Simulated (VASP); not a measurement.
# PtS2 in VASP: single point with PBE+D3(BJ)

Aim: the single point of PtS2 with PBE+D3(BJ).

Program: VASP 6.6.1. These are calculated values, not measurements. Logs are shortened: lines on timing, memory, paths and dates and some standing lists are left out, and cuts for length are marked.

## Step 1: The cell of the first run

The cell holds a slab with vacuum, 6 atoms: a = 3.541 Å, b = 3.541 Å, c = 22.467 Å, α = 90.00°, β = 90.00°, γ = 120.00°.

## Step 2: Single point, PBE+D3(BJ)

INCAR reads:

```
SYSTEM = PtS2
  ALGO = Normal
  DIPOL = 0.5 0.5 0.373
  EDIFF = 1E-7
  ENCUT = 520
  GGA = PE
  IDIPOL = 3
  ISIF = 2
  ISMEAR = 0
  IVDW = 12
  LASPH = .TRUE.
  LCHARG = .TRUE.
  LDIPOL = .TRUE.
  LELF = .TRUE.
  LREAL = .FALSE.
  LVACPOTAV = .TRUE.
  LVHAR = .TRUE.
  LWAVE = .FALSE.
  NBANDS = 31
  NELM = 80
  PREC = Accurate
  SIGMA = 0.05
```

KPOINTS reads:

```
k-points
0
G
  9 9 1
  0 0 0
```

POSCAR reads:

```
PtS2
1.0
    3.5414392908      0.0000000000      0.0000000000
   -1.7707196454      3.0669763918      0.0000000000
    0.0000000000      0.0000000000     22.4671527902
S Pt
4 2
Direct
    0.6666666667      0.3333333334      0.2002924021
    0.3333333333      0.6666666667      0.3105629217
    0.3333333333      1.1666666666      0.4354499943
    0.6666666667      0.8333333334      0.5457214349
    0.0000000000      0.0000000000      0.2556999770
    1.0000000000      1.5000000000      0.4903188069
```

Potentials or basis: VASP PAW PBE potentials, release 64 (S, Pt).

Launch:

```sh
$ cat potpaw_PBE.64/S/POTCAR potpaw_PBE.64/Pt/POTCAR > POTCAR
$ mpirun -np 1 vasp_std > vasp.out
```

OUTCAR:

```text
SYSTEM = PtS2
   EDIFF = 1E-7
   ENCUT = 520
   GGA = PE
   ISIF = 2
   ISMEAR = 0
   IVDW = 12
   LASPH = .TRUE.
   LREAL = .FALSE.
   NELM = 80
   PREC = Accurate
 IVDW          = 12

 ion  position               nearest neighbor table
   1  0.667  0.333  0.200-   5 2.39   5 2.39   5 2.39
   2  0.333  0.667  0.311-   5 2.39   5 2.39   5 2.39
   3  0.333  0.167  0.435-   6 2.39   6 2.39   6 2.39
   4  0.667  0.833  0.546-   6 2.39   6 2.39   6 2.39
   5  0.000  0.000  0.256-   2 2.39   2 2.39   2 2.39   1 2.39   1 2.39   1 2.39
   6  0.000  0.500  0.490-   3 2.39   3 2.39   3 2.39   4 2.39   4 2.39   4 2.39

  LATTYP: Found a hexagonal cell.
 ALAT       =     3.5414392908
 C/A-ratio  =     6.3440739613

  Lattice vectors:

 A1 = (   3.5414392908,   0.0000000000,   0.0000000000)
 A2 = (  -1.7707196454,   3.0669763918,   0.0000000000)
 A3 = (   0.0000000000,   0.0000000000,  22.4671527902)

Analysis of symmetry for initial positions (statically):
=====================================================================
 Subroutine PRICEL returns:
 Original cell was already a primitive cell.

 Routine SETGRP: Setting up the symmetry group for a
 hexagonal supercell.

 Subroutine GETGRP returns: Found  4 space group operations
 (whereof  2 operations were pure point group operations)
 out of a pool of 24 trial point group operations.

The static configuration has the point symmetry C_1h.
 The point group associated with its full space group is C_2v.

Analysis of symmetry for dynamics (positions and initial velocities):
=====================================================================
 Subroutine PRICEL returns:
 Original cell was already a primitive cell.

 Routine SETGRP: Setting up the symmetry group for a
 hexagonal supercell.

 Subroutine GETGRP returns: Found  4 space group operations
 (whereof  2 operations were pure point group operations)
 out of a pool of 24 trial point group operations.

The dynamic configuration has the point symmetry C_1h.
 The point group associated with its full space group is C_2v.

 Subroutine INISYM returns: Found  4 space group operations
 (whereof  2 operations are pure point group operations),
 and found     1 'primitive' translations

----------------------------------------------------------------------------------------

                                     Primitive cell

  volume of cell :     244.0272

  direct lattice vectors                    reciprocal lattice vectors
     3.541439291  0.000000000  0.000000000     0.282371069  0.163027013  0.000000000
    -1.770719645  3.066976392  0.000000000     0.000000000  0.326054026  0.000000000
     0.000000000  0.000000000 22.467152790     0.000000000  0.000000000  0.044509423

  length of vectors
     3.541439291  3.541439291 22.467152790     0.326054026  0.326054026  0.044509423

  position of ions in fractional coordinates (direct lattice)
     0.666666667  0.333333333  0.200292402
     0.333333333  0.666666667  0.310562922
     0.333333333  0.166666667  0.435449994
     0.666666667  0.833333333  0.545721435
     0.000000000  0.000000000  0.255699977
     0.000000000  0.500000000  0.490318807

  ion indices of the primitive-cell ions
   primitive index   ion index
                 1           1
                 2           2
                 3           3
                 4           4
                 5           5
                 6           6

----------------------------------------------------------------------------------------

 KPOINTS: k-points

Automatic generation of k-mesh.
 Grid dimensions read from file:
 generate k-points for:    9    9    1

 Generating k-lattice:

  Cartesian coordinates                     Fractional coordinates (reciprocal lattice)
     0.031374563  0.018114113  0.000000000     0.111111111 -0.000000000  0.000000000
     0.000000000  0.036228225  0.000000000     0.000000000  0.111111111  0.000000000
     0.000000000  0.000000000  0.044509423     0.000000000  0.000000000  1.000000000

  Length of vectors
     0.036228225  0.036228225  0.044509423

  Shift w.r.t. Gamma in fractional coordinates (k-lattice)
     0.000000000  0.000000000  0.000000000

 Subroutine IBZKPT returns following result:
 ===========================================

 Found     25 irreducible k-points:

 Following reciprocal coordinates:
            Coordinates               Weight
  0.000000  0.000000  0.000000      1.000000
  0.111111 -0.000000  0.000000      2.000000
  0.000000  0.111111  0.000000      4.000000
  0.222222 -0.000000  0.000000      2.000000
  0.000000  0.222222  0.000000      4.000000
  0.333333  0.000000  0.000000      2.000000
[... 16 lines left out ...]
 -0.222222 -0.444444  0.000000      4.000000
  0.444444  0.333333  0.000000      4.000000
   k-points           NKPTS =     25   k-points in BZ     NKDIM =     25   number of bands    NBANDS=     31
   number of dos      NEDOS =    301   number of ions     NIONS =      6
   total plane-waves  NPLWV = 131712
   dimension x,y,z NGX =    28 NGY =   28 NGZ =  168
   dimension x,y,z NGXF=    56 NGYF=   56 NGZF=  336
   ions per type =               4   2
   NGX,Y,Z   is equivalent  to a cutoff of  13.14, 13.14, 12.43 a.u.
   NGXF,Y,Z  is equivalent  to a cutoff of  26.29, 26.29, 24.86 a.u.
 SYSTEM =  PtS2
   PREC   = accura    normal or accurate (medium, high low for compatibility)
   ISTART =      0    job   : 0-new  1-cont  2-samecut
   ICHARG =      2    charge: 1-file 2-atom 10-const
   ISPIN  =      1    spin polarized calculation?
   LNONCOLLINEAR =      F non collinear calculations
   LSORBIT =      F    spin-orbit coupling
   LASPH  =      T    aspherical Exc in radial PAW
   ENCUT  =  520.0 eV  38.22 Ry    6.18 a.u.   6.58  6.58 41.77*2*pi/ulx,y,z
   NELM   =     80;   NELMIN=  2; NELMDL= -5     # of ELM steps
   EDIFF  = 0.1E-06   stopping-criterion for ELM
   LREAL  =      F    real-space projection
   EDIFFG = 0.1E-05   stopping-criterion for IOM
   NSW    =      0    number of steps for IOM
   IBRION =     -1    ionic relax: 0-MD 1-quasi-New 2-CG
   NFREE  =      0    steps in history (QN), initial steepest desc. (CG)
   ISIF   =      2    stress and relaxation
   ISYM   =      2    0-nonsym 1-usesym 2-fastsym
   POTIM  = 0.5000    time-step for ionic-motion
   TEBEG  =    0.0;   TEEND  =   0.0 temperature during run
   PSTRESS=    0.0 pullay stress
   NELECT =      44.0000    total number of electrons
   NUPDOWN=      -1.0000    fix difference up-down
   EMIN   =  10.00;   EMAX   =-10.00  energy-range for DOS
   EFERMI =   0.00;   METHOD = LEGACY
   ISMEAR =     0;   SIGMA  =   0.05  broadening in eV -4-tet -1-fermi 0-gaus
   EFERMI_NEDOS =   21; number of points for ismear=-14 and -15
   IALGO  =     38    algorithm
   IMIX   =      4    mixing-type and parameters
     AMIX     =   0.40;   BMIX     =  1.00
     AMIX_MAG =   1.60;   BMIX_MAG =  1.00
  volume/ion in A,a.u.               =      40.67       274.46
  Fermi-wavevector in a.u.,A,eV,Ry     =   0.924868  1.747747 11.638156  0.855380
  Thomas-Fermi vector in A             =   2.050660
   LORBIT       =      0    0 simple, 1 ext, 2 COOP (PROOUT), +10 PAW based schemes
   GGA     = PE    functional components
   LHFCALC =     F    Hartree Fock is set to
   AEXX    =    0.0000 exact exchange contribution
   IVDW    =    12    specifies the selected vdW correction
   LEPSILON=     F    determine dielectric tensor
   LRPA    =     F    only Hartree local field effects (RPA)
 non-spin polarized calculation
 Gauss-broadening in eV      SIGMA  =   0.05
  energy-cutoff  :      520.00
  volume of cell :      244.03
 maximum number of plane-waves:      6671
   NGX = 13   NGY = 13   NGZ = 83

 dipolmoment           0.000000      0.000000     -0.000101 electrons x Angstroem

 number of electron      44.0000000 magnetization

 dipolmoment           0.000000      0.000000      0.001652 electrons x Angstroem

 Free energy of the ion-electron system (eV)
  ---------------------------------------------------
  ext. energy  EPLUGINS =         0.00000000
  ---------------------------------------------------
  free energy    TOTEN  =       -30.82890694 eV

  energy without entropy =      -30.82890694  energy(sigma->0) =      -30.82890694

 E-fermi :  -0.0498     XC(G=0):  -5.3436

 val. band max:       -0.3083368575   @ k =   0.0000   0.1111   0.0000
 cond. band min:       0.7604884782   @ k =   0.2222  -0.0000   0.0000
 fundamental gap:      1.0688253357
 Fermi energy:        -0.0498215845

 k-point     1 :       0.0000    0.0000    0.0000
  band No.  band energies     occupation
      1     -15.0088      2.00000
      2     -14.8524      2.00000
      3     -12.8693      2.00000
      4     -12.5591      2.00000
      5      -6.4798      2.00000
      6      -6.4287      2.00000
[... 23 lines left out ...]
     30       5.3118      0.00000
     31       5.6723      0.00000

 k-point     2 :       0.1111   -0.0000    0.0000
  band No.  band energies     occupation
      1     -14.8556      2.00000
      2     -14.6972      2.00000
      3     -12.8899      2.00000
      4     -12.6015      2.00000
      5      -6.5115      2.00000
      6      -6.3800      2.00000
[... 23 lines left out ...]
     30       6.0010      0.00000
     31       6.0508      0.00000

 k-point     3 :       0.0000    0.1111    0.0000
  band No.  band energies     occupation
      1     -14.8539      2.00000
      2     -14.6983      2.00000
      3     -12.8861      2.00000
      4     -12.6054      2.00000
      5      -6.5155      2.00000
      6      -6.3909      2.00000
[... 703 lines left out ...]
     30       7.5333      0.00000
     31       7.9142      0.00000

 k-point    24 :       0.4444    0.3333    0.0000
  band No.  band energies     occupation
      1     -13.2093      2.00000
      2     -13.0915      2.00000
      3     -12.9801      2.00000
      4     -12.9400      2.00000
      5      -6.6954      2.00000
      6      -6.6728      2.00000
[... 23 lines left out ...]
     30       7.5663      0.00000
     31       8.0700      0.00000

 [... further k-points ...]

------------------------ aborting loop because EDIFF is reached ----------------------------------------

 Edisp (eV)   -2.02144

 E8    (eV) :    -0.8382

  FORCE on cell =-STRESS in cart. coord.  units (eV):
  Direction    XX          YY          ZZ          XY          YZ          ZX
  --------------------------------------------------------------------------------------
  -------------------------------------------------------------------------------------
  Total      -0.24814     0.01385    -0.25474    -0.22690     0.00000    -0.00000
  in kB      -1.62921     0.09095    -1.67250    -1.48970     0.00000    -0.00000
  external pressure =       -1.07 kB  Pullay stress =        0.00 kB

 VOLUME and BASIS-vectors are now :
 -----------------------------------------------------------------------------
  energy-cutoff  :      520.00
  volume of cell :      244.03
      direct lattice vectors                 reciprocal lattice vectors
     3.541439291  0.000000000  0.000000000     0.282371069  0.163027013  0.000000000
    -1.770719645  3.066976392  0.000000000     0.000000000  0.326054026  0.000000000
     0.000000000  0.000000000 22.467152790     0.000000000  0.000000000  0.044509423

 POSITION                                       TOTAL-FORCE (eV/Angst)
 -----------------------------------------------------------------------------------
      1.77072      1.02233      4.50000        -0.024328     -0.014046      0.038725
     -0.00000      2.04465      6.97746        -0.018738     -0.010818     -0.039994
      0.88536      0.51116      9.78332        -0.018738     -0.010818      0.039994
      0.88536      2.55581     12.26081        -0.024328     -0.014046     -0.038725
      0.00000      0.00000      5.74485         0.043066      0.024864     -0.000869
     -0.88536      1.53349     11.01607         0.043066      0.024864      0.000869
 -----------------------------------------------------------------------------------
    total drift:                               -0.000054     -0.000031      0.241259

  FREE ENERGIE OF THE ION-ELECTRON SYSTEM (eV)
  ---------------------------------------------------
  free  energy   TOTEN  =       -32.8503468832 eV

  energy  without entropy=      -32.8503468832  energy(sigma->0) =      -32.85034688

 vacuum level on the upper side and lower side of the slab         5.507         5.480
```

Run time: 3.2 min. Hardware: 1 thread of Intel Xeon 6975P-C (Granite Rapids), shared host; peak memory 0.45 GiB.

Results:

```
Free energy                : -32.8503 eV
Largest force              : 0.050 eV/Å
Band gap on the k mesh     : 1.07 eV, indirect (least direct gap 1.20 eV)
Dispersion energy per atom : -0.337 eV
```

Forces on the atoms (eV/Å):
```
S   -0.024 -0.014  0.039
S   -0.019 -0.011 -0.040
S   -0.019 -0.011  0.040
S   -0.024 -0.014 -0.039
Pt   0.043  0.025 -0.001
Pt   0.043  0.025  0.001
```

Levels at points of the mesh, in eV from the valence-band top:
| k point | band 19 | band 20 | band 21 | band 22 | band 23 | band 24 | band 25 | band 26 |
| --- | --- | --- | --- | --- | --- | --- | --- | --- |
| (0.00, 0.00, 0.00) | -0.84 | -0.77 | -0.70 | -0.35 | 2.53 | 2.64 | 2.74 | 2.85 |

Caveat: spin-orbit coupling is left out, which moves the levels of the heavy elements.
